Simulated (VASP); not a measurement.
# WSe2 in VASP: further runs

WSe2 is run at these levels: PBEsol; tasks: single point.

Program: VASP 6.6.1. These are calculated values, not measurements. Logs are shortened: lines on timing, memory, paths and dates and some standing lists are left out, and cuts for length are marked.

**1. The cell of the first run**

The cell holds a slab with vacuum, 3 atoms: a = 3.270 Å, b = 3.270 Å, c = 16.994 Å, α = 90.00°, β = 90.00°, γ = 120.00°.

**2. Single point, PBEsol (uniaxial strain along c: +2.0 %, then relaxed in part)**

INCAR

```
SYSTEM = WSe2
  PREC = Accurate
  ENCUT = 520
  EDIFF = 1E-6
  ISMEAR = 0
  SIGMA = 0.02
  LREAL = .False.
  LASPH = .True.
  NELM = 60
  ALGO = Normal
  ISIF = 2
  LWAVE = .False.
  LCHARG = .False.
  GGA = PS
  NBANDS = 20
```

KPOINTS

```
regular mesh
0
Gamma
  12 12 2
  0 0 0
```

POSCAR

```
WSe2
1.0
    3.2701086093      0.0000000000      0.0000000000
   -1.6350543046      2.8319971288      0.0000000000
    0.0000000000      0.0000000000     16.9944413101
W Se
1 2
Direct
   -0.0000000001      0.0000000001      0.0000000000
    0.3333333334      0.6666666666      0.0984262718
    0.3333333334      0.6666666666      0.9015737282
```

Potentials or basis: VASP PAW PBE potentials, release 64 (W_sv, Se).

Run with:

```
> cat potpaw_PBE.64/W_sv/POTCAR potpaw_PBE.64/Se/POTCAR > POTCAR
> mpirun -np 1 vasp_std > vasp.out
```

OUTCAR:

```text
SYSTEM = WSe2
   PREC = Accurate
   ENCUT = 520
   EDIFF = 1E-6
   ISMEAR = 0
   LREAL = .False.
   LASPH = .True.
   NELM = 60
   ISIF = 2
   GGA = PS

 ion  position               nearest neighbor table
   1  1.000  0.000  0.000-   2 2.52   3 2.52   2 2.52   3 2.52   2 2.52   3 2.52
   2  0.333  0.667  0.098-   1 2.52   1 2.52   1 2.52
   3  0.333  0.667  0.902-   1 2.52   1 2.52   1 2.52

  LATTYP: Found a hexagonal cell.
 ALAT       =     3.2701086093
 C/A-ratio  =     5.1969042440

  Lattice vectors:

 A1 = (   3.2701086093,   0.0000000000,   0.0000000000)
 A2 = (  -1.6350543046,   2.8319971288,   0.0000000000)
 A3 = (   0.0000000000,   0.0000000000,  16.9944413101)

Analysis of symmetry for initial positions (statically):
=====================================================================
 Subroutine PRICEL returns:
 Original cell was already a primitive cell.

 Routine SETGRP: Setting up the symmetry group for a
 hexagonal supercell.

 Subroutine GETGRP returns: Found 12 space group operations
 (whereof 12 operations were pure point group operations)
 out of a pool of 24 trial point group operations.

The static configuration has the point symmetry D_3h.

Analysis of symmetry for dynamics (positions and initial velocities):
=====================================================================
 Subroutine PRICEL returns:
 Original cell was already a primitive cell.

 Routine SETGRP: Setting up the symmetry group for a
 hexagonal supercell.

 Subroutine GETGRP returns: Found 12 space group operations
 (whereof 12 operations were pure point group operations)
 out of a pool of 24 trial point group operations.

The dynamic configuration has the point symmetry D_3h.

 Subroutine INISYM returns: Found 12 space group operations
 (whereof 12 operations are pure point group operations),
 and found     1 'primitive' translations

----------------------------------------------------------------------------------------

                                     Primitive cell

  volume of cell :     157.3845

  direct lattice vectors                    reciprocal lattice vectors
     3.270108609  0.000000000  0.000000000     0.305800241  0.176553851  0.000000000
    -1.635054305  2.831997129  0.000000000     0.000000000  0.353107703  0.000000000
     0.000000000  0.000000000 16.994441310     0.000000000  0.000000000  0.058842770

  length of vectors
     3.270108609  3.270108609 16.994441310     0.353107703  0.353107703  0.058842770

  position of ions in fractional coordinates (direct lattice)
     1.000000000  0.000000000  0.000000000
     0.333333333  0.666666667  0.098426272
     0.333333333  0.666666667  0.901573728

  ion indices of the primitive-cell ions
   primitive index   ion index
                 1           1
                 2           2
                 3           3

----------------------------------------------------------------------------------------

 KPOINTS: regular mesh

Automatic generation of k-mesh.
 Grid dimensions read from file:
 generate k-points for:   12   12    2

 Generating k-lattice:

  Cartesian coordinates                     Fractional coordinates (reciprocal lattice)
     0.025483353  0.014712821  0.000000000     0.083333333  0.000000000  0.000000000
     0.000000000  0.029425642  0.000000000     0.000000000  0.083333333  0.000000000
     0.000000000  0.000000000  0.029421385     0.000000000  0.000000000  0.500000000

  Length of vectors
     0.029425642  0.029425642  0.029421385

  Shift w.r.t. Gamma in fractional coordinates (k-lattice)
     0.000000000  0.000000000  0.000000000

 Subroutine IBZKPT returns following result:
 ===========================================

 Found     38 irreducible k-points:

 Following reciprocal coordinates:
            Coordinates               Weight
  0.000000  0.000000  0.000000      1.000000
  0.083333 -0.000000  0.000000      6.000000
  0.166667  0.000000  0.000000      6.000000
  0.250000  0.000000  0.000000      6.000000
  0.333333 -0.000000  0.000000      6.000000
  0.416667  0.000000  0.000000      6.000000
[... 16 lines left out ...]
  0.250000  0.000000  0.500000      6.000000
  0.333333 -0.000000  0.500000      6.000000
 [... further k-points ...]
   k-points           NKPTS =     38   k-points in BZ     NKDIM =     38   number of bands    NBANDS=     20
   number of dos      NEDOS =    301   number of ions     NIONS =      3
   total plane-waves  NPLWV =  72576
   dimension x,y,z NGX =    24 NGY =   24 NGZ =  126
   dimension x,y,z NGXF=    48 NGYF=   48 NGZF=  252
   ions per type =               1   2
   NGX,Y,Z   is equivalent  to a cutoff of  12.20, 12.20, 12.33 a.u.
   NGXF,Y,Z  is equivalent  to a cutoff of  24.40, 24.40, 24.65 a.u.
 SYSTEM =  WSe2
   PREC   = accura    normal or accurate (medium, high low for compatibility)
   ISTART =      0    job   : 0-new  1-cont  2-samecut
   ICHARG =      2    charge: 1-file 2-atom 10-const
   ISPIN  =      1    spin polarized calculation?
   LNONCOLLINEAR =      F non collinear calculations
   LSORBIT =      F    spin-orbit coupling
   LASPH  =      T    aspherical Exc in radial PAW
   ENCUT  =  520.0 eV  38.22 Ry    6.18 a.u.   6.08  6.08 31.60*2*pi/ulx,y,z
   NELM   =     60;   NELMIN=  2; NELMDL= -5     # of ELM steps
   EDIFF  = 0.1E-05   stopping-criterion for ELM
   LREAL  =      F    real-space projection
   EDIFFG = 0.1E-04   stopping-criterion for IOM
   NSW    =      0    number of steps for IOM
   IBRION =     -1    ionic relax: 0-MD 1-quasi-New 2-CG
   NFREE  =      0    steps in history (QN), initial steepest desc. (CG)
   ISIF   =      2    stress and relaxation
   ISYM   =      2    0-nonsym 1-usesym 2-fastsym
   POTIM  = 0.5000    time-step for ionic-motion
   TEBEG  =    0.0;   TEEND  =   0.0 temperature during run
   PSTRESS=    0.0 pullay stress
   NELECT =      26.0000    total number of electrons
   NUPDOWN=      -1.0000    fix difference up-down
   EMIN   =  10.00;   EMAX   =-10.00  energy-range for DOS
   EFERMI =   0.00;   METHOD = LEGACY
   ISMEAR =     0;   SIGMA  =   0.02  broadening in eV -4-tet -1-fermi 0-gaus
   EFERMI_NEDOS =   21; number of points for ismear=-14 and -15
   IALGO  =     38    algorithm
   IMIX   =      4    mixing-type and parameters
     AMIX     =   0.40;   BMIX     =  1.00
     AMIX_MAG =   1.60;   BMIX_MAG =  1.00
  volume/ion in A,a.u.               =      52.46       354.03
  Fermi-wavevector in a.u.,A,eV,Ry     =   0.898281  1.697504 10.978649  0.806908
  Thomas-Fermi vector in A             =   2.020970
   LORBIT       =      0    0 simple, 1 ext, 2 COOP (PROOUT), +10 PAW based schemes
   GGA     = PS    functional components
   LHFCALC =     F    Hartree Fock is set to
   AEXX    =    0.0000 exact exchange contribution
   IVDW    =     0    specifies the selected vdW correction
   LEPSILON=     F    determine dielectric tensor
   LRPA    =     F    only Hartree local field effects (RPA)
 non-spin polarized calculation
 Gauss-broadening in eV      SIGMA  =   0.02
  energy-cutoff  :      520.00
  volume of cell :      157.38
 maximum number of plane-waves:      4302
   NGX = 13   NGY = 13   NGZ = 63

 number of electron      25.9999997 magnetization

 Free energy of the ion-electron system (eV)
  ---------------------------------------------------
  ext. energy  EPLUGINS =         0.00000000
  ---------------------------------------------------
  free energy    TOTEN  =       -23.23495237 eV

  energy without entropy =      -23.23495237  energy(sigma->0) =      -23.23495237

 E-fermi :  -0.7102     XC(G=0):  -4.7533

 val. band max:       -0.9041542410   @ k =   0.3333   0.3333   0.5000
 cond. band min:       0.7843857466   @ k =   0.1667   0.1667   0.0000
 fundamental gap:      1.6885399876
 Fermi energy:        -0.7101861514

 k-point     1 :       0.0000    0.0000    0.0000
  band No.  band energies     occupation
      1     -74.8481      2.00000
      2     -39.1142      2.00000
      3     -38.9634      2.00000
      4     -38.9634      2.00000
      5     -15.8060      2.00000
      6     -14.5045      2.00000
[... 12 lines left out ...]
     19       4.0890      0.00000
     20       4.3798      0.00000

 k-point     2 :       0.0833   -0.0000    0.0000
  band No.  band energies     occupation
      1     -74.8473      2.00000
      2     -39.1109      2.00000
      3     -38.9805      2.00000
      4     -38.9674      2.00000
      5     -15.6977      2.00000
      6     -14.4502      2.00000
[... 12 lines left out ...]
     19       4.2314      0.00000
     20       4.7563      0.00000

 k-point     3 :       0.1667    0.0000    0.0000
  band No.  band energies     occupation
      1     -74.8452      2.00000
      2     -39.1020      2.00000
      3     -39.0269      2.00000
      4     -38.9782      2.00000
      5     -15.3866      2.00000
      6     -14.2949      2.00000
[... 12 lines left out ...]
     19       4.6270      0.00000
     20       5.3973      0.00000

 k-point     4 :       0.2500    0.0000    0.0000
  band No.  band energies     occupation
      1     -74.8424      2.00000
      2     -39.0897      2.00000
      3     -39.0896      2.00000
      4     -38.9931      2.00000
      5     -14.9177      2.00000
      6     -14.0630      2.00000
[... 12 lines left out ...]
     19       5.2241      0.00000
     20       5.8393      0.00000

 k-point     5 :       0.3333   -0.0000    0.0000
  band No.  band energies     occupation
      1     -74.8396      2.00000
      2     -39.1517      2.00000
      3     -39.0775      2.00000
      4     -39.0078      2.00000
      5     -14.3761      2.00000
      6     -13.8024      2.00000
[... 12 lines left out ...]
     19       5.7384      0.00000
     20       5.8577      0.00000

 k-point     6 :       0.4167    0.0000    0.0000
  band No.  band energies     occupation
      1     -74.8375      2.00000
      2     -39.1967      2.00000
      3     -39.0685      2.00000
      4     -39.0186      2.00000
      5     -13.9084      2.00000
      6     -13.5874      2.00000
[... 12 lines left out ...]
     19       6.0130      0.00000
     20       6.1024      0.00000

 k-point     7 :       0.5000    0.0000    0.0000
  band No.  band energies     occupation
      1     -74.8367      2.00000
      2     -39.2130      2.00000
      3     -39.0652      2.00000
      4     -39.0226      2.00000
      5     -13.7149      2.00000
      6     -13.5023      2.00000
[... 12 lines left out ...]
     19       6.1769      0.00000
     20       6.2596      0.00000
[... 277 lines left out ...]
 k-point    20 :       0.0000    0.0000    0.5000
  band No.  band energies     occupation
      1     -74.8481      2.00000
      2     -39.1142      2.00000
      3     -38.9634      2.00000
      4     -38.9634      2.00000
      5     -15.8060      2.00000
      6     -14.5045      2.00000
[... 12 lines left out ...]
     19       3.8297      0.00000
     20       4.6996      0.00000

 k-point    21 :       0.0833   -0.0000    0.5000
  band No.  band energies     occupation
      1     -74.8473      2.00000
      2     -39.1109      2.00000
      3     -38.9805      2.00000
      4     -38.9674      2.00000
      5     -15.6977      2.00000
      6     -14.4502      2.00000
[... 12 lines left out ...]
     19       3.9690      0.00000
     20       5.1018      0.00000

 k-point    22 :       0.1667    0.0000    0.5000
  band No.  band energies     occupation
      1     -74.8452      2.00000
      2     -39.1020      2.00000
      3     -39.0269      2.00000
      4     -38.9783      2.00000
      5     -15.3866      2.00000
      6     -14.2949      2.00000
[... 12 lines left out ...]
     19       4.3851      0.00000
     20       5.8596      0.00000

 k-point    23 :       0.2500    0.0000    0.5000
  band No.  band energies     occupation
      1     -74.8424      2.00000
      2     -39.0897      2.00000
      3     -39.0896      2.00000
      4     -38.9931      2.00000
      5     -14.9177      2.00000
      6     -14.0630      2.00000
[... 12 lines left out ...]
     19       4.9881      0.00000
     20       6.4042      0.00000

 k-point    24 :       0.3333   -0.0000    0.5000
  band No.  band energies     occupation
      1     -74.8396      2.00000
      2     -39.1517      2.00000
      3     -39.0775      2.00000
      4     -39.0078      2.00000
      5     -14.3761      2.00000
      6     -13.8024      2.00000
[... 12 lines left out ...]
     19       5.7281      0.00000
     20       5.8245      0.00000

 [... further k-points ...]
[... 5 lines left out ...]
  --------------------------------------------------------------------------------------
  -------------------------------------------------------------------------------------
  Total        0.1442134      0.1442134      0.1990337      0.0000000      0.0000000      0.0000000
  in kB        1.4680954      1.4680954      2.0261674      0.0000000      0.0000000      0.0000000
  external PRESSURE =       1.6541194 kB  Pullay stress =       0.0000000 kB

 VOLUME and BASIS-vectors are now :
 -----------------------------------------------------------------------------
  energy-cutoff  :      520.00
  volume of cell :      157.38
      direct lattice vectors                 reciprocal lattice vectors
     3.270108609  0.000000000  0.000000000     0.305800241  0.176553851  0.000000000
    -1.635054305  2.831997129  0.000000000     0.000000000  0.353107703  0.000000000
     0.000000000  0.000000000 16.994441310     0.000000000  0.000000000  0.058842770

 POSITION                                       TOTAL-FORCE (eV/Angst)
 -----------------------------------------------------------------------------------
      3.27011      0.00000      0.00000        -0.000000      0.000000      0.000000
      0.00000      1.88800      1.67270         0.000000     -0.000000      0.062597
      0.00000      1.88800     15.32174         0.000000     -0.000000     -0.062597
 -----------------------------------------------------------------------------------
    total drift:                                0.000000     -0.000000     -0.000000

  FREE ENERGIE OF THE ION-ELECTRON SYSTEM (eV)
  ---------------------------------------------------
  free  energy   TOTEN  =       -23.2349523736 eV

  energy  without entropy=      -23.2349523736  energy(sigma->0) =      -23.23495237
```

It took 55 s on 1 thread of Intel Xeon 6975P-C (Granite Rapids), shared host; peak memory 0.31 GiB.

Results:

```yaml
Free_energy: -23.2350 eV
Largest_force: 0.063 eV/Å
Band_gap_on_the_k_mesh: 1.69 eV
```

Forces in eV/Å, atoms in the order of the input:
```
W    0.000  0.000  0.000
Se   0.000  0.000  0.063
Se   0.000  0.000 -0.063
```

Caveat: the cell differs from its parent crystal (uniaxial strain along c: +2.0 %, then relaxed in part); the PAW data sets were made with another functional, which shifts forces and pressure a little; spin-orbit coupling is left out, which moves the levels of the heavy elements.

**3. Single point, PBEsol (strain along c alone, the other axes held: -6.0 %, then relaxed in part)**

INCAR

```
PREC = Accurate
ENCUT = 520
EDIFF = 1E-6
ISMEAR = 0
SIGMA = 0.02
LREAL = False
LASPH = True
NELM = 80
ALGO = Normal
ISIF = 2
LWAVE = False
LCHARG = False
GGA = PS
NBANDS = 20
```

KPOINTS

```
Automatic mesh
0
Gamma
  12 12 2
```

POSCAR

```
WSe2
1.0
    3.2702526708      0.0000000000      0.0000000000
   -1.6351263354      2.8321218897      0.0000000000
    0.0000000000      0.0000000000     15.6615438692
W Se
1 2
Direct
    0.0000000000      0.0000000000      0.0000000000
    0.3333333333      0.6666666667      0.1068205817
    0.3333333333      0.6666666667      0.8931794183
```

Potentials or basis: VASP PAW PBE potentials, release 64 (W_sv, Se).

Run with:

```
> cat potpaw_PBE.64/W_sv/POTCAR potpaw_PBE.64/Se/POTCAR > POTCAR
> mpirun -np 1 vasp_std > vasp.out
```

It took 52 s on 1 thread of Intel Xeon 6975P-C (Granite Rapids), shared host; peak memory 0.31 GiB.

Results (log left out):

| Item | Value |
| --- | --- |
| Free energy | -23.2349 eV |
| Largest force | 0.057 eV/Å |
| Band gap on the k mesh | 1.69 eV |

Forces in eV/Å, atoms in the order of the input:
```
W    0.000  0.000  0.000
Se   0.000  0.000  0.057
Se   0.000  0.000 -0.057
```

Levels at points of the mesh, in eV from the valence-band top:
```csv
k point,band 10,band 11,band 12,band 13,band 14,band 15,band 16,band 17
"(0.00, 0.00, 0.00)",-2.25,-1.17,-1.17,-0.41,3.06,3.06,3.26,3.26
"(0.50, 0.00, 0.00)",-3.00,-2.18,-1.02,-0.85,2.53,2.86,3.76,4.45
"(0.00, 0.00, 0.50)",-2.25,-1.17,-1.17,-0.41,3.06,3.06,3.26,3.26
"(0.50, 0.00, 0.50)",-3.00,-2.18,-1.02,-0.85,2.53,2.86,3.76,4.45
```

Caveat: the cell differs from its parent crystal (strain along c alone, the other axes held: -6.0 %, then relaxed in part); the PAW data sets were made with another functional, which shifts forces and pressure a little; spin-orbit coupling is left out, which moves the levels of the heavy elements.

**4. Single point, PBEsol (strain along c alone, the other axes held: -4.0 %, then relaxed in part)**

INCAR is that of step 3.

KPOINTS is that of step 3.

POSCAR

```
WSe2
1.0
    3.2702526708      0.0000000000      0.0000000000
   -1.6351263354      2.8321218897      0.0000000000
    0.0000000000      0.0000000000     15.9947682068
W Se
1 2
Direct
    0.0000000000      0.0000000000      0.0000000000
    0.3333333333      0.6666666667      0.1045949300
    0.3333333333      0.6666666667      0.8954050700
```

Run with:

```
> cat potpaw_PBE.64/W_sv/POTCAR potpaw_PBE.64/Se/POTCAR > POTCAR
> mpirun -np 1 vasp_std > vasp.out
```

Run time: 50 s. Hardware: 1 thread of Intel Xeon 6975P-C (Granite Rapids), shared host; peak memory 0.3 GiB.

The run converged. Its results:

| Property | Result |
| --- | --- |
| Free energy | -23.2349 eV |
| Largest force | 0.057 eV/Å |
| Band gap on the k mesh | 1.69 eV |

Forces on the atoms (eV/Å):
```
W    0.000  0.000  0.000
Se   0.000  0.000  0.057
Se   0.000  0.000 -0.057
```

Levels at points of the mesh, in eV from the valence-band top:
```tsv
k point	band 11	band 12	band 13	band 14	band 15	band 16
(0.00, 0.00, 0.00)	-1.17	-1.17	-0.41	3.06	3.06	3.26
(0.50, 0.00, 0.00)	-2.18	-1.02	-0.85	2.53	2.86	3.76
(0.00, 0.00, 0.50)	-1.17	-1.17	-0.41	3.06	3.06	3.26
(0.50, 0.00, 0.50)	-2.18	-1.02	-0.85	2.53	2.86	3.76
```

Caveat: the cell differs from its parent crystal (strain along c alone, the other axes held: -4.0 %, then relaxed in part); the PAW data sets were made with another functional, which shifts forces and pressure a little; spin-orbit coupling is left out, which moves the levels of the heavy elements.

**5. Single point, PBEsol (strain along c alone, the other axes held: -2.0 %, then relaxed in part)**

INCAR

```
ALGO = Normal
EDIFF = 1E-6
ENCUT = 520
GGA = PS
ISIF = 2
ISMEAR = 0
LASPH = T
LCHARG = T
LELF = T
LREAL = F
LVHAR = T
LWAVE = F
NBANDS = 20
NELM = 60
PREC = Accurate
SIGMA = 0.02
```

KPOINTS

```
k-points
0
Gamma
  12 12 2
```

POSCAR

```
WSe2
1.0
    3.2702526708      0.0000000000      0.0000000000
   -1.6351263354      2.8321218897      0.0000000000
    0.0000000000      0.0000000000     16.3279925445
W Se
1 2
Direct
    0.0000000000      0.0000000000      0.0000000000
    0.3333333333      0.6666666667      0.1024602412
    0.3333333333      0.6666666667      0.8975397588
```

Run with:

```
> cat potpaw_PBE.64/W_sv/POTCAR potpaw_PBE.64/Se/POTCAR > POTCAR
> mpirun -np 1 vasp_std > vasp.out
```

It took 56 s on 1 thread of Intel Xeon 6975P-C (Granite Rapids), shared host; peak memory 0.31 GiB.

The run converged. Its results:

```yaml
Free_energy: -23.2350 eV
Largest_force: 0.057 eV/Å
Band_gap_on_the_k_mesh: 1.69 eV
```

Forces in eV/Å, atoms in the order of the input:
```
W    0.000  0.000  0.000
Se   0.000  0.000  0.057
Se   0.000  0.000 -0.057
```

Levels at points of the mesh, in eV from the valence-band top:
| k point | band 10 | band 11 | band 12 | band 13 | band 14 | band 15 | band 16 | band 17 |
| --- | --- | --- | --- | --- | --- | --- | --- | --- |
| (0.00, 0.00, 0.00) | -2.25 | -1.17 | -1.17 | -0.41 | 3.06 | 3.06 | 3.26 | 3.26 |
| (0.50, 0.00, 0.00) | -3.00 | -2.18 | -1.02 | -0.85 | 2.53 | 2.86 | 3.76 | 4.45 |
| (0.00, 0.00, 0.50) | -2.25 | -1.17 | -1.17 | -0.41 | 3.06 | 3.06 | 3.26 | 3.26 |
| (0.50, 0.00, 0.50) | -3.00 | -2.18 | -1.02 | -0.85 | 2.53 | 2.86 | 3.76 | 4.45 |

Caveat: the cell differs from its parent crystal (strain along c alone, the other axes held: -2.0 %, then relaxed in part); the PAW data sets were made with another functional, which shifts forces and pressure a little; spin-orbit coupling is left out, which moves the levels of the heavy elements.

(Part 1 of 2 ends here.)
